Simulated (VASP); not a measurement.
Set up this calculation in VASP 6.6.1, as the native input.

```yaml
Task: single point
Functional: r2SCAN
Potentials_or_basis: VASP PAW PBE potentials, release 64 (Cd, Ge_d, As)
Cutoff: 520 eV
k_mesh: 10 × 10 × 8
Occupations: gaussian, width 0.1 eV
Spin: no spin polarisation
Dipole_correction: no
Further_INCAR_settings: ALGO = Normal; EDIFF = 1e-06; NBANDS = 26
```

Crystal: CdGeAs2.

```
CELL_PARAMETERS angstrom
4.07377 0.00000 0.00000
0.00000 4.07377 0.00000
0.00000 0.00000 6.12357
ATOMIC_POSITIONS crystal
Cd 0.00000 0.00000 0.50000
Ge 0.50000 0.50000 0.00000
As 0.50000 0.00000 0.76725
As 0.00000 0.50000 0.23275
```

One way to write it, as run:

POSCAR

```
CdGeAs2
1.0
    4.0737727621      0.0000000000      0.0000000000
    0.0000000000      4.0737727621      0.0000000000
    0.0000000000      0.0000000000      6.1235663994
Cd Ge As
1 1 2
Direct
    0.0000000000      0.0000000000      0.5000000000
    0.5000000000      0.5000000000      0.0000000000
    0.5000000000      0.0000000000      0.7672515362
    0.0000000000      0.5000000000      0.2327484638
```

INCAR.step1

```
SYSTEM = CdGeAs2
PREC     = Accurate       ! precision mode
ENCUT    = 520            ! plane-wave cutoff, eV
ISMEAR   = 0              ! smearing method
SIGMA    = 0.1            ! smearing width, eV
LREAL    = .False.        ! projectors in reciprocal space
LASPH    = .True.         ! aspherical terms in the spheres
NELM     = 60             ! most SCF steps
NBANDS   = 26             ! bands
GGA      = PE             ! functional
ALGO     = Normal         ! electronic algorithm
EDIFF    = 1E-4           ! SCF threshold, eV
LWAVE    = .True.         ! write WAVECAR
LCHARG   = .False.        ! write CHGCAR
```

INCAR.step2

```
SYSTEM = CdGeAs2
PREC     = Accurate       ! precision mode
ENCUT    = 520            ! plane-wave cutoff, eV
EDIFF    = 1E-6           ! SCF threshold, eV
ISMEAR   = 0              ! smearing method
SIGMA    = 0.1            ! smearing width, eV
LREAL    = .False.        ! projectors in reciprocal space
LASPH    = .True.         ! aspherical terms in the spheres
NELM     = 60             ! most SCF steps
ALGO     = Normal         ! electronic algorithm
ISIF     = 2              ! what is computed and relaxed
LWAVE    = .False.        ! write WAVECAR
LCHARG   = .False.        ! write CHGCAR
METAGGA  = R2SCAN         ! meta-GGA
LMIXTAU  = .True.       
NBANDS   = 26             ! bands
ISTART   = 1
```

KPOINTS

```
Automatic mesh
0
Gamma
  10 10 8
  0 0 0
```

Potentials or basis: VASP PAW PBE potentials, release 64 (Cd, Ge_d, As).

Run with:

```console
$ cat potpaw_PBE.64/Cd/POTCAR potpaw_PBE.64/Ge_d/POTCAR potpaw_PBE.64/As/POTCAR > POTCAR
$ cp INCAR.step1 INCAR
$ mpirun -np 1 vasp_std > vasp.out
$ cp INCAR.step2 INCAR
$ mpirun -np 1 vasp_std > vasp.out
```

It gave:

```
Pressure               : 0.1 GPa
Largest force          : 0.014 eV/Å
Band gap on the k mesh : zero (bands 18 and 19 overlap by 0.30 eV)
```

Caveat: semilocal functionals underestimate gaps, and a narrow one can read as zero; the PAW data sets were made with another functional, which shifts forces and pressure a little.

Run time: 5.5 min on 1 thread of Intel(R) Xeon(R) 6975P-C (Granite Rapids), with other jobs on the host, peak memory 0.42 GiB.
